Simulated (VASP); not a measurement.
Wanted: the native input for a VASP 6.6.1 run.

```
Task                   : single point
Functional             : PBE
Dispersion             : D3(BJ)
Potentials or basis    : VASP PAW PBE potentials, release 64 (Al, O)
Cutoff                 : 520 eV
k mesh                 : 6 × 6 × 6
Occupations            : gaussian, width 0.02 eV
Spin                   : no spin polarisation
Dipole correction      : no
Further INCAR settings : ALGO = Normal; EDIFF = 1e-07; NBANDS = 35
```

The structure of Al2O3 lies in POSCAR:

```
Al2O3
1.0
    2.3898904684      1.3798039052      4.3458426557
   -2.3898904684      1.3798039052      4.3458426557
    0.0000000000     -2.7596078105      4.3458426557
Al O
4 6
Direct
    0.3521071839      0.3521071839      0.3521071839
    0.1478928161      0.1478928161      0.1478928161
    0.6478928161      0.6478928161      0.6478928161
    0.8521071839      0.8521071839      0.8521071839
    0.5564120117      0.9435879883      0.2500000000
    0.2500000000      0.5564120117      0.9435879883
    0.9435879883      0.2500000000      0.5564120117
    0.4435879883      0.0564120117      0.7500000000
    0.7500000000      0.4435879883      0.0564120117
    0.0564120117      0.7500000000      0.4435879883
```

These files were run (other wordings do the same):

INCAR

```
SYSTEM = Al2O3
ALGO     = Normal         ! electronic algorithm
EDIFF    = 1E-7           ! SCF threshold, eV
ENCUT    = 520            ! plane-wave cutoff, eV
GGA      = PE             ! functional
ISIF     = 2              ! what is computed and relaxed
ISMEAR   = 0              ! smearing method
IVDW     = 12             ! dispersion correction
LASPH    = .TRUE.         ! aspherical terms in the spheres
LCHARG   = .FALSE.        ! write CHGCAR
LREAL    = .FALSE.        ! projectors in reciprocal space
LWAVE    = .FALSE.        ! write WAVECAR
NBANDS   = 35             ! bands
NELM     = 60             ! most SCF steps
PREC     = Accurate       ! precision mode
SIGMA    = 0.02           ! smearing width, eV
```

KPOINTS

```
k-points
0
G
  6 6 6
  0 0 0
```

Potentials or basis: VASP PAW PBE potentials, release 64 (Al, O).

Run with:

```console
$ cat potpaw_PBE.64/Al/POTCAR potpaw_PBE.64/O/POTCAR > POTCAR
$ mpirun -np 1 vasp_std > vasp.out
```

It gave:

```
Pressure                   : -0.1 GPa
Band gap on the k mesh     : 6.07 eV
Dispersion energy per atom : -0.234 eV
```

Run time: 3.8 min on 1 thread of AMD EPYC 7R13 (shared host), peak memory 0.24 GiB.
